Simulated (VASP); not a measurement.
Write the native input for VASP 6.6.1 that does the following.

```yaml
Task: relaxation of cell and atoms
Functional: RPBE
Potentials_or_basis: VASP PAW PBE potentials, release 64 (K_sv)
Cutoff: 600 eV
k_mesh: 8 × 8 × 8
Occupations: fermi-dirac, width 0.1 eV
Spin: no spin polarisation
Dipole_correction: no
Further_INCAR_settings: ALGO = Normal; EDIFF = 1e-07; IBRION = 2; EDIFFG = -0.01; NSW = 80; ISIF = 3
```

The structure of K lies in POSCAR:

```
K
1.0
    4.2548496140      0.0000000000      0.0000000000
    0.0000000000      4.2548496140      0.0000000000
    0.0000000000      0.0000000000      4.2548496140
K
1
Direct
    0.0000000000      0.0000000000      0.0000000000
```

This isn't the form of K at room conditions, which is bcc.

These files were run (other wordings do the same):

INCAR

```
SYSTEM = K
ALGO     = Normal         ! electronic algorithm
EDIFF    = 1E-7           ! SCF threshold, eV
EDIFFG   = -0.01          ! ionic threshold
ENCUT    = 600            ! plane-wave cutoff, eV
GGA      = RP             ! functional
IBRION   = 2              ! ionic algorithm
ISIF     = 3              ! what is computed and relaxed
ISMEAR   = -1             ! smearing method
LASPH    = .True.         ! aspherical terms in the spheres
LCHARG   = .False.        ! write CHGCAR
LREAL    = .False.        ! projectors in reciprocal space
LWAVE    = .False.        ! write WAVECAR
NELM     = 60             ! most SCF steps
NSW      = 80             ! ionic steps
PREC     = Accurate       ! precision mode
SIGMA    = 0.1            ! smearing width, eV
```

KPOINTS

```
k-points
0
Gamma
  8 8 8
  0 0 0
```

Potentials or basis: VASP PAW PBE potentials, release 64 (K_sv).

Launch:

```console
$ cat potpaw_PBE.64/K_sv/POTCAR > POTCAR
$ mpirun -np 1 vasp_std > vasp.out
```

It gave:

- Relaxed volume: 86.30 Å³/atom
- Relaxed cell: a = 4.419 Å, b = 4.419 Å, c = 4.419 Å, α = 90.00°, β = 90.00°, γ = 90.00°
- Space group after relaxing (to 0.1 Å): Pm-3m (No. 221)
- Energy gained by relaxing: 9.3 meV/atom
- Ionic steps: 4
- Pressure after relaxing: 0.0 GPa
- Band gap on the k mesh: zero (an odd number of electrons rules out a gap without spin polarisation)

Caveat: the PAW data sets were made with another functional, which shifts forces and pressure a little.

Wall time 35 s on 1 thread of Intel(R) Xeon(R) 6975P-C (Granite Rapids), with other jobs on the host, peak memory 0.22 GiB.
